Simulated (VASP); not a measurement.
Wanted: the native input for a VASP 6.6.1 run.

| Property | Result |
| --- | --- |
| Task | single point |
| Functional | PBE |
| Potentials or basis | VASP PAW PBE potentials, release 64 (B, P) |
| Cutoff | 500 eV |
| k mesh | 6 × 6 × 6 |
| Occupations | gaussian, width 0.1 eV |
| Spin | no spin polarisation |
| Dipole correction | no |
| Further INCAR settings | ALGO = Normal; EDIFF = 1e-06; NBANDS = 24 |

The structure of B3P lies in POSCAR:

```
B3P
1.0
   -2.8085417212      2.8085417212      0.0000000000
    2.8085417212      2.8085417212      0.0000000000
    1.4042708606     -1.4042708606     -4.6529557830
B P
6 2
Direct
    0.0000000000      0.5000000000      0.0000000000
    0.5000000000      1.0000000000      0.0000000000
    0.5000000000      0.2500000000      0.5000000000
    0.0000000000      0.7500000000      0.5000000000
    0.0000000000      0.2500000000      0.5000000000
    0.5000000000      0.7500000000      0.5000000000
    1.0000000000      0.0000000000      1.0000000000
    0.5000000000      0.5000000000      0.0000000000
```

These files were run (other wordings do the same):

INCAR

```
ALGO = Normal
EDIFF = 1E-6
ENCUT = 500
GGA = PE
GGA_COMPAT = F
ISIF = 2
ISMEAR = 0
LASPH = T
LCHARG = F
LREAL = F
LWAVE = F
NBANDS = 24
NELM = 120
PREC = Accurate
SIGMA = 0.1
```

KPOINTS

```
k-points
0
Gamma
  6 6 6
```

Potentials or basis: VASP PAW PBE potentials, release 64 (B, P).

The run is started by

```sh
$ cat potpaw_PBE.64/B/POTCAR potpaw_PBE.64/P/POTCAR > POTCAR
$ mpirun -np 1 vasp_std > vasp.out
```

Results of the run:

| Quantity | Value |
| --- | --- |
| Pressure | 0.7 GPa |
| Band gap on the k mesh | zero (bands 14 and 15 overlap by 3.38 eV) |

Wall time 2.1 min on 1 thread of Intel Xeon 8259CL, on a shared host, peak memory 0.21 GiB.
